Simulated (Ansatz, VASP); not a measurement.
W in VASP and in Ansatz

The input INCAR:

```
PREC     = Accurate       # precision mode
ENCUT    = 520            # plane-wave cutoff, eV
EDIFF    = 1E-7           # SCF threshold, eV
ISMEAR   = 0              # smearing method
SIGMA    = 0.15           # smearing width, eV
LREAL    = F              # projectors in reciprocal space
LASPH    = T              # aspherical terms in the spheres
NELM     = 100            # most SCF steps
ALGO     = Fast           # electronic algorithm
ISIF     = 2              # what is computed and relaxed
LWAVE    = F              # write WAVECAR
LCHARG   = F              # write CHGCAR
GGA      = PE             # functional
NBANDS   = 13             # bands
```

KPOINTS

```
Automatic mesh
0
Gamma
  20 20 20
```

File POSCAR:

```
W
1.0
   -1.5973000000      1.4775025000      1.4775025000
    1.5973000000     -1.7170975000      1.7170975000
    1.5973000000      1.7170975000     -1.7170975000
W
1
Direct
    0.0000000000      0.0000000000      0.0000000000
```

Input for Ansatz:

```yaml
crystal:
  lattice:
    - [-1.5973, 1.4775025, 1.4775025]
    - [1.5973, -1.7170975, 1.7170975]
    - [1.5973, 1.7170975, -1.7170975]
  atoms:
    - { symbol: W, position: [0.0, 0.0, 0.0] }
basis:
  ecutwfc: 420
kpoints:
  mp_grid: { grid: [20, 20, 20] }
hamiltonian:
  xc: pbe
scf:
  occupations: { method: gaussian, width: 0.15 }
output:
  forces: true
  stress: true
  eigenvalues: true
```

Change from the starting cell: strain -0.1500 x Voigt [0, 0, 0, 1, 0, 0], atoms carried along.

Alike in both runs: task single point; functional PBE; k mesh 20 × 20 × 20; occupations gaussian, width 0.15 eV; no spin polarisation.

```csv
,VASP,Ansatz
version,VASP 6.6.1,Ansatz 0.2.0
potentials or method,"VASP PAW PBE potentials, release 64 (W_sv), cutoff 520 eV","scalar-relativistic, plane waves, PAW"
valence electrons in the cell,14,14
```

VASP gave:

| Item | Value |
| --- | --- |
| gap on the k mesh at the Fermi level (eV) | none |
| pressure (GPa) | 3.2 |
| traceless stress, the component that is largest in VASP (GPa) | 22.32 |

Question: What did Ansatz give for the same quantities?

Answer: gap on the k mesh at the Fermi level (eV): none; pressure (GPa): 2.6; traceless stress, the component that is largest in VASP (GPa): 22.02.

A gap of «none» marks a metal or a gap that the smearing closes.

Neither program's run includes spin-orbit coupling.
